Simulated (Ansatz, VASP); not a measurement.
**Hf in VASP and in Ansatz**

The input INCAR:

```
PREC = Accurate
ENCUT = 520
EDIFF = 1E-8
ISMEAR = -1
SIGMA = 0.03
LREAL = F
LASPH = T
NELM = 80
ALGO = Normal
ISIF = 2
LWAVE = F
LCHARG = F
GGA = PS
LEFG = T
NBANDS = 11
```

KPOINTS

```
Automatic mesh
0
Gamma
  16 16 16
```

POSCAR

```
Hf
1.0
   -0.0444000000      2.1978000000      2.1978000000
    2.1978000000     -0.0444000000      2.1978000000
    2.1978000000      2.1978000000     -0.0444000000
Hf
1
Direct
    0.0000000000      0.0000000000      0.0000000000
```

Input for Ansatz:

```yaml
crystal:
  lattice:
    - [-0.0444, 2.1978, 2.1978]
    - [2.1978, -0.0444, 2.1978]
    - [2.1978, 2.1978, -0.0444]
  atoms:
    - { symbol: Hf, position: [0.0, 0.0, 0.0] }
kpoints:
  mp_grid: { grid: [16, 16, 16] }
scf:
  occupations: { method: fermi_dirac, width: 0.03 }
hamiltonian:
  xc: pbesol
  pseudopotentials: { kind: all_electron, datasets: crystal }
output:
  forces: true
  stress: true
  eigenvalues: true
  efg: { contact_densities: true }
```

Change from the starting cell: equal xy, yz and zx shear strains of -2 %, crystal datasets.

Alike in both runs: task electric field gradients; functional PBEsol; k mesh 16 × 16 × 16; occupations fermi-dirac, width 0.03 eV; no spin polarisation.

```csv
,VASP,Ansatz
version,VASP 6.6.1,Ansatz 0.2.0
potentials or method,"VASP PAW PBE potentials, release 64 (Hf_pv), cutoff 520 eV","all-electron PAW with datasets made for the crystal, scalar-relativistic"
```

Ansatz gave:

* pressure (GPa): -1.5
* traceless stress, the component that is largest in VASP (GPa): 1.18
* size of Vzz on the site where it differs most (V/Å²): 47.9

Question: Estimate VASP's values.

Answer: Pressure (GPa): -1.9; traceless stress, the component that is largest in VASP (GPa): 1.18; size of Vzz on the site where it differs most (V/Å²): 47.0.

VASP's potentials were made for PBE, not for PBEsol. Ansatz ran all-electron here, and VASP with PAW potentials.

Neither program's run includes spin-orbit coupling.
